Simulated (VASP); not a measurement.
# Na (Im-3m) in VASP: a series of runs

Na is run at these levels: PBE, HSE06; tasks: single point.

All numbers are computed with VASP 6.6.1; they aren't measurements. Logs are shortened: lines on timing, memory, paths and dates and some standing lists are left out, and cuts for length are marked.

### Step 1. The cell of the first run

It takes space group Im-3m (No. 229, cubic). Conventional cell: a = 4.198 Å, b = 4.198 Å, c = 4.198 Å, α = 90.00°, β = 90.00°, γ = 90.00°. Na (site symmetry m-3m) has 14 Na at 3.64 to 4.20 Å within 4.8 Å.

### Step 2. Single point, PBE

File INCAR:

```
SYSTEM = Na
PREC = Accurate
ENCUT = 500
EDIFF = 1E-6
ISMEAR = -1
SIGMA = 0.1
LREAL = .False.
LASPH = .True.
NELM = 120
ALGO = Normal
ISIF = 2
LWAVE = .False.
LCHARG = .False.
GGA = PE
NBANDS = 10
GGA_COMPAT = .False.
```

File KPOINTS:

```
regular mesh
0
Gamma
  17 17 17
  0 0 0
```

File POSCAR:

```
Na
1.0
   -2.0987740682      2.0987740682      2.0987740682
    2.0987740682     -2.0987740682      2.0987740682
    2.0987740682      2.0987740682     -2.0987740682
Na
1
Direct
    0.0000000000      0.0000000000      0.0000000000
```

Potentials or basis: VASP PAW PBE potentials, release 64 (Na_pv).

Command:

```bash
$ cat potpaw_PBE.64/Na_pv/POTCAR > POTCAR
$ mpirun -np 1 vasp_std > vasp.out
```

OUTCAR:

```text
SYSTEM = Na
   PREC = Accurate
   ENCUT = 500
   EDIFF = 1E-6
   ISMEAR = -1
   LREAL = .False.
   LASPH = .True.
   NELM = 120
   ISIF = 2
   GGA = PE

 ion  position               nearest neighbor table
   1  0.000  0.000  0.000-

  LATTYP: Found a body centered cubic cell.
 ALAT       =     4.1975481364

  Lattice vectors:

 A1 = (  -2.0987740682,   2.0987740682,   2.0987740682)
 A2 = (   2.0987740682,  -2.0987740682,   2.0987740682)
 A3 = (   2.0987740682,   2.0987740682,  -2.0987740682)

Analysis of symmetry for initial positions (statically):
=====================================================================
 Subroutine PRICEL returns:
 Original cell was already a primitive cell.

 Routine SETGRP: Setting up the symmetry group for a
 body centered cubic supercell.

 Subroutine GETGRP returns: Found 48 space group operations
 (whereof 48 operations were pure point group operations)
 out of a pool of 48 trial point group operations.

The static configuration has the point symmetry O_h .

Analysis of symmetry for dynamics (positions and initial velocities):
=====================================================================
 Subroutine PRICEL returns:
 Original cell was already a primitive cell.

 Routine SETGRP: Setting up the symmetry group for a
 body centered cubic supercell.

 Subroutine GETGRP returns: Found 48 space group operations
 (whereof 48 operations were pure point group operations)
 out of a pool of 48 trial point group operations.

The dynamic configuration has the point symmetry O_h .

 Subroutine INISYM returns: Found 48 space group operations
 (whereof 48 operations are pure point group operations),
 and found     1 'primitive' translations

----------------------------------------------------------------------------------------

                                     Primitive cell

  volume of cell :      36.9792

  direct lattice vectors                    reciprocal lattice vectors
    -2.098774068  2.098774068  2.098774068     0.000000000  0.238234314  0.238234314
     2.098774068 -2.098774068  2.098774068     0.238234314  0.000000000  0.238234314
     2.098774068  2.098774068 -2.098774068     0.238234314  0.238234314  0.000000000

  length of vectors
     3.635183320  3.635183320  3.635183320     0.336914198  0.336914198  0.336914198

  position of ions in fractional coordinates (direct lattice)
     0.000000000  0.000000000  0.000000000

  ion indices of the primitive-cell ions
   primitive index   ion index
                 1           1

----------------------------------------------------------------------------------------

 KPOINTS: regular mesh

Automatic generation of k-mesh.
 Grid dimensions read from file:
 generate k-points for:   17   17   17

 Generating k-lattice:

  Cartesian coordinates                     Fractional coordinates (reciprocal lattice)
     0.000000000  0.014013783  0.014013783     0.058823529  0.000000000  0.000000000
     0.014013783  0.000000000  0.014013783     0.000000000  0.058823529  0.000000000
     0.014013783  0.014013783  0.000000000     0.000000000  0.000000000  0.058823529

  Length of vectors
     0.019818482  0.019818482  0.019818482

  Shift w.r.t. Gamma in fractional coordinates (k-lattice)
     0.000000000  0.000000000  0.000000000

 Subroutine IBZKPT returns following result:
 ===========================================

 Found    165 irreducible k-points:

 Following reciprocal coordinates:
            Coordinates               Weight
  0.000000  0.000000  0.000000      1.000000
  0.058824  0.000000  0.000000     12.000000
  0.117647  0.000000  0.000000     12.000000
  0.176471  0.000000  0.000000     12.000000
  0.235294  0.000000  0.000000     12.000000
  0.294118  0.000000  0.000000     12.000000
[... 16 lines left out ...]
  0.411765  0.117647  0.000000     48.000000
  0.176471  0.176471  0.000000     24.000000
 [... further k-points ...]
   k-points           NKPTS =    165   k-points in BZ     NKDIM =    165   number of bands    NBANDS=     10
   number of dos      NEDOS =    301   number of ions     NIONS =      1
   total plane-waves  NPLWV =  21952
   dimension x,y,z NGX =    28 NGY =   28 NGZ =   28
   dimension x,y,z NGXF=    56 NGYF=   56 NGZF=   56
   ions per type =               1
   NGX,Y,Z   is equivalent  to a cutoff of  12.81, 12.81, 12.81 a.u.
   NGXF,Y,Z  is equivalent  to a cutoff of  25.61, 25.61, 25.61 a.u.
 SYSTEM =  Na
   PREC   = accura    normal or accurate (medium, high low for compatibility)
   ISTART =      0    job   : 0-new  1-cont  2-samecut
   ICHARG =      2    charge: 1-file 2-atom 10-const
   ISPIN  =      1    spin polarized calculation?
   LNONCOLLINEAR =      F non collinear calculations
   LSORBIT =      F    spin-orbit coupling
   LASPH  =      T    aspherical Exc in radial PAW
   ENCUT  =  500.0 eV  36.75 Ry    6.06 a.u.   6.63  6.63  6.63*2*pi/ulx,y,z
   NELM   =    120;   NELMIN=  2; NELMDL= -5     # of ELM steps
   EDIFF  = 0.1E-05   stopping-criterion for ELM
   LREAL  =      F    real-space projection
   EDIFFG = 0.1E-04   stopping-criterion for IOM
   NSW    =      0    number of steps for IOM
   IBRION =     -1    ionic relax: 0-MD 1-quasi-New 2-CG
   NFREE  =      0    steps in history (QN), initial steepest desc. (CG)
   ISIF   =      2    stress and relaxation
   ISYM   =      2    0-nonsym 1-usesym 2-fastsym
   POTIM  = 0.5000    time-step for ionic-motion
   TEBEG  =    0.0;   TEEND  =   0.0 temperature during run
   PSTRESS=    0.0 pullay stress
   NELECT =       7.0000    total number of electrons
   NUPDOWN=      -1.0000    fix difference up-down
   EMIN   =  10.00;   EMAX   =-10.00  energy-range for DOS
   EFERMI =   0.00;   METHOD = LEGACY
   ISMEAR =    -1;   SIGMA  =   0.10  broadening in eV -4-tet -1-fermi 0-gaus
   EFERMI_NEDOS =   21; number of points for ismear=-14 and -15
   IALGO  =     38    algorithm
   IMIX   =      4    mixing-type and parameters
     AMIX     =   0.40;   BMIX     =  1.00
     AMIX_MAG =   1.60;   BMIX_MAG =  1.00
  volume/ion in A,a.u.               =      36.98       249.55
  Fermi-wavevector in a.u.,A,eV,Ry     =   0.939987  1.776318 12.021774  0.883575
  Thomas-Fermi vector in A             =   2.067354
   LORBIT       =      0    0 simple, 1 ext, 2 COOP (PROOUT), +10 PAW based schemes
   GGA     = PE    functional components
   LHFCALC =     F    Hartree Fock is set to
   AEXX    =    0.0000 exact exchange contribution
   IVDW    =     0    specifies the selected vdW correction
   LEPSILON=     F    determine dielectric tensor
   LRPA    =     F    only Hartree local field effects (RPA)
 non-spin polarized calculation
  energy-cutoff  :      500.00
  volume of cell :       36.98
 maximum number of plane-waves:       959
   NGX = 13   NGY = 13   NGZ = 13

 number of electron       7.0000005 magnetization

 Free energy of the ion-electron system (eV)
  ---------------------------------------------------
  ext. energy  EPLUGINS =         0.00000000
  ---------------------------------------------------
  free energy    TOTEN  =        -1.31861297 eV

  energy without entropy =       -1.30272606  energy(sigma->0) =       -1.31066951

 E-fermi :   0.3417     XC(G=0):  -6.5089

 val. band max:        0.3108050444   @ k =  -0.3529   0.4118   0.1765
 cond. band min:       0.4192754822   @ k =   0.4118   0.0588  -0.0000
 fundamental gap:      0.1084704378
 Fermi energy:         0.3417208291

 k-point     1 :       0.0000    0.0000    0.0000
  band No.  band energies     occupation
      1     -24.5636      2.00000
      2     -24.5636      2.00000
      3     -24.5636      2.00000
      4      -2.9474      2.00000
      5      12.0843      0.00000
      6      12.0843      0.00000
      7      12.0843      0.00000
      8      13.0865      0.00000
      9      13.0865      0.00000
     10      13.6440      0.00000

 k-point     2 :       0.0588    0.0000    0.0000
  band No.  band energies     occupation
      1     -24.5649      2.00000
      2     -24.5640      2.00000
      3     -24.5636      2.00000
      4      -2.8863      2.00000
      5      11.2099      0.00000
      6      11.6527      0.00000
      7      11.8306      0.00000
      8      12.5147      0.00000
      9      12.6131      0.00000
     10      13.9004      0.00000

 k-point     3 :       0.1176    0.0000    0.0000
  band No.  band energies     occupation
      1     -24.5683      2.00000
      2     -24.5652      2.00000
      3     -24.5636      2.00000
      4      -2.7033      2.00000
      5       9.6781      0.00000
      6      10.9476      0.00000
      7      11.3391      0.00000
      8      11.8059      0.00000
      9      12.3886      0.00000
     10      14.0051      0.00000

 k-point     4 :       0.1765    0.0000    0.0000
  band No.  band energies     occupation
      1     -24.5736      2.00000
      2     -24.5670      2.00000
      3     -24.5636      2.00000
      4      -2.3999      2.00000
      5       8.1557      0.00000
      6      10.2858      0.00000
      7      10.8436      0.00000
      8      11.1838      0.00000
      9      12.0782      0.00000
     10      14.1883      0.00000

 k-point     5 :       0.2353    0.0000    0.0000
  band No.  band energies     occupation
      1     -24.5800      2.00000
      2     -24.5691      2.00000
      3     -24.5636      2.00000
      4      -1.9780      2.00000
      5       6.7082      0.00000
      6       9.7190      0.00000
      7      10.4095      0.00000
      8      10.6632      0.00000
      9      11.7067      0.00000
     10      14.5693      0.00000

 k-point     6 :       0.2941    0.0000    0.0000
  band No.  band energies     occupation
      1     -24.5865      2.00000
      2     -24.5714      2.00000
      3     -24.5636      2.00000
      4      -1.4406      2.00000
      5       5.3487      0.00000
      6       9.2603      0.00000
      7      10.0558      0.00000
      8      10.2469      0.00000
      9      11.3456      0.00000
     10      15.0543      0.00000
[... 183 lines left out ...]
 k-point    21 :       0.2941    0.1176   -0.0000
  band No.  band energies     occupation
      1     -24.5921      2.00000
      2     -24.5741      2.00000
      3     -24.5652      2.00000
      4      -0.6158      1.99986
      5       4.2338      0.00000
      6       7.0894      0.00000
      7       9.2175      0.00000
      8      10.9463      0.00000
      9      12.8768      0.00000
     10      14.1329      0.00000

 k-point    22 :       0.3529    0.1176    0.0000
  band No.  band energies     occupation
      1     -24.5957      2.00000
      2     -24.5760      2.00000
      3     -24.5652      2.00000
      4       0.1365      1.77233
      5       3.0788      0.00000
      6       6.8637      0.00000
      7       9.0090      0.00000
      8      10.7445      0.00000
      9      12.7596      0.00000
     10      14.6684      0.00000

 k-point    23 :       0.4118    0.1176    0.0000
  band No.  band energies     occupation
      1     -24.5976      2.00000
      2     -24.5770      2.00000
      3     -24.5653      2.00000
      4       0.9669      0.00385
      5       2.0465      0.00000
      6       6.7511      0.00000
      7       8.9040      0.00000
      8      10.6418      0.00000
      9      12.6838      0.00000
     10      15.2223      0.00000

 k-point    24 :       0.1765    0.1765    0.0000
  band No.  band energies     occupation
      1     -24.5863      2.00000
      2     -24.5712      2.00000
      3     -24.5659      2.00000
      4      -1.3220      2.00000
      5       6.0563      0.00000
      6       6.7771      0.00000
      7       9.4717      0.00000
      8      11.7334      0.00000
      9      12.6707      0.00000
     10      15.0008      0.00000

 [... further k-points ...]

------------------------ aborting loop because EDIFF is reached ----------------------------------------

  FORCE on cell =-STRESS in cart. coord.  units (eV):
  Direction    XX          YY          ZZ          XY          YZ          ZX
  --------------------------------------------------------------------------------------
  -------------------------------------------------------------------------------------
  Total       -0.0068650     -0.0068650     -0.0068650      0.0000000     -0.0000000     -0.0000000
  in kB       -0.2974354     -0.2974354     -0.2974354      0.0000000     -0.0000000     -0.0000000
  external PRESSURE =      -0.2974354 kB  Pullay stress =       0.0000000 kB

 VOLUME and BASIS-vectors are now :
 -----------------------------------------------------------------------------
  energy-cutoff  :      500.00
  volume of cell :       36.98
      direct lattice vectors                 reciprocal lattice vectors
    -2.098774068  2.098774068  2.098774068     0.000000000  0.238234314  0.238234314
     2.098774068 -2.098774068  2.098774068     0.238234314  0.000000000  0.238234314
     2.098774068  2.098774068 -2.098774068     0.238234314  0.238234314  0.000000000

 POSITION                                       TOTAL-FORCE (eV/Angst)
 -----------------------------------------------------------------------------------
      0.00000      0.00000      0.00000         0.000000     -0.000000     -0.000000
 -----------------------------------------------------------------------------------
    total drift:                               -0.000000     -0.000000     -0.000000

  FREE ENERGIE OF THE ION-ELECTRON SYSTEM (eV)
  ---------------------------------------------------
  free  energy   TOTEN  =        -1.3186129681 eV

  energy  without entropy=       -1.3027260554  energy(sigma->0) =       -1.31066951
```

Wall time 60 s (1 thread of Intel Xeon 8259CL, shared host); peak memory 0.18 GiB.

What came out:

```yaml
Free_energy: -1.3186 eV
Pressure: 0.0 GPa
Band_gap_on_the_k_mesh: zero (an odd number of electrons rules out a gap without spin polarisation)
```

### Step 3. Single point, PBE

File INCAR:

```
ALGO     = Normal         # electronic algorithm
EDIFF    = 1E-6           # SCF threshold, eV
ENCUT    = 520            # plane-wave cutoff, eV
GGA      = PE             # functional
ISIF     = 2              # what is computed and relaxed
ISMEAR   = -1             # smearing method
LASPH    = True           # aspherical terms in the spheres
LCHARG   = False          # write CHGCAR
LREAL    = False          # projectors in reciprocal space
LWAVE    = False          # write WAVECAR
NBANDS   = 10             # bands
NELM     = 100            # most SCF steps
PREC     = Accurate       # precision mode
SIGMA    = 0.1            # smearing width, eV
```

File KPOINTS:

```
k-points
0
Gamma
  6 6 6
```

File POSCAR:

```
Na
1.0
   -2.0985560866      2.0985560866      2.0985560866
    2.0985560866     -2.0985560866      2.0985560866
    2.0985560866      2.0985560866     -2.0985560866
Na
1
Direct
    0.0000000000      0.0000000000      0.0000000000
```

Potentials or basis: VASP PAW PBE potentials, release 64 (Na_pv).

Command:

```bash
$ cat potpaw_PBE.64/Na_pv/POTCAR > POTCAR
$ mpirun -np 1 vasp_std > vasp.out
```

Wall time 6.4 s (1 thread of Intel Xeon 8259CL, shared host); peak memory 0.14 GiB.

The run converged. Its results:

- Free energy: -1.2988 eV
- Pressure: 0.1 GPa
- Band gap on the k mesh: zero (an odd number of electrons rules out a gap without spin polarisation)

Levels at points of the mesh, in eV from the Fermi level:
```tsv
k point	band 1	band 2	band 3	band 4	band 5	band 6	band 7	band 8
(0.00, 0.00, 0.00)	-24.92	-24.92	-24.92	-3.30	11.73	11.73	11.73	12.74
(0.50, 0.00, 0.00)	-24.95	-24.93	-24.92	0.74	1.21	8.20	9.16	9.26
(0.50, 0.50, 0.50)	-24.94	-24.94	-24.94	4.51	4.51	4.89	4.89	4.89
```

### Step 4. Single point, HSE06

POSCAR is that of step 3.

File INCAR.step1:

```
SYSTEM = Na
  ALGO = Normal
  EDIFF = 1E-5
  ENCUT = 520
  GGA = PE
  ISIF = 2
  ISMEAR = -1
  LASPH = .True.
  LCHARG = .False.
  LREAL = .False.
  LWAVE = .True.
  NBANDS = 10
  NELM = 60
  PREC = Accurate
  SIGMA = 0.1
```

File INCAR.step2:

```
SYSTEM = Na
  ALGO = Normal
  EDIFF = 1E-6
  ENCUT = 520
  GGA = PE
  HFSCREEN = 0.2079
  ISIF = 2
  ISMEAR = -1
  ISTART = 1
  LASPH = .True.
  LCHARG = .False.
  LHFCALC = .True.
  LREAL = .False.
  LWAVE = .False.
  NBANDS = 10
  NELM = 60
  PREC = Accurate
  PRECFOCK = Normal
  SIGMA = 0.1
```

File KPOINTS:

```
k-points
0
Gamma
  6 6 6
  0 0 0
```

Command:

```bash
$ cat potpaw_PBE.64/Na_pv/POTCAR > POTCAR
$ cp INCAR.step1 INCAR
$ mpirun -np 1 vasp_std > vasp.out
$ cp INCAR.step2 INCAR
$ mpirun -np 1 vasp_std > vasp.out
```

Run time: 7.7 min. Hardware: 1 thread of Intel Xeon 8259CL, shared host; peak memory 0.26 GiB.

The run converged. Its results:

| Quantity | Value |
| --- | --- |
| Free energy | -1.3872 eV |
| Pressure | 0.2 GPa |
| Band gap on the k mesh | zero (an odd number of electrons rules out a gap without spin polarisation) |

Levels at points of the mesh, in eV from the Fermi level:
| k point | band 1 | band 2 | band 3 | band 4 | band 5 | band 6 | band 7 |
| --- | --- | --- | --- | --- | --- | --- | --- |
| (0.00, 0.00, 0.00) | -27.94 | -27.94 | -27.94 | -3.88 | 12.33 | 12.33 | 12.33 |
| (0.50, 0.00, 0.00) | -27.98 | -27.96 | -27.94 | 0.82 | 1.37 | 8.70 | 9.74 |
| (0.50, 0.50, 0.50) | -27.97 | -27.97 | -27.97 | 4.87 | 4.87 | 5.31 | 5.31 |

Caveat: the PAW data sets were made with another functional, which shifts forces and pressure a little.

[end of part 1 of 2]
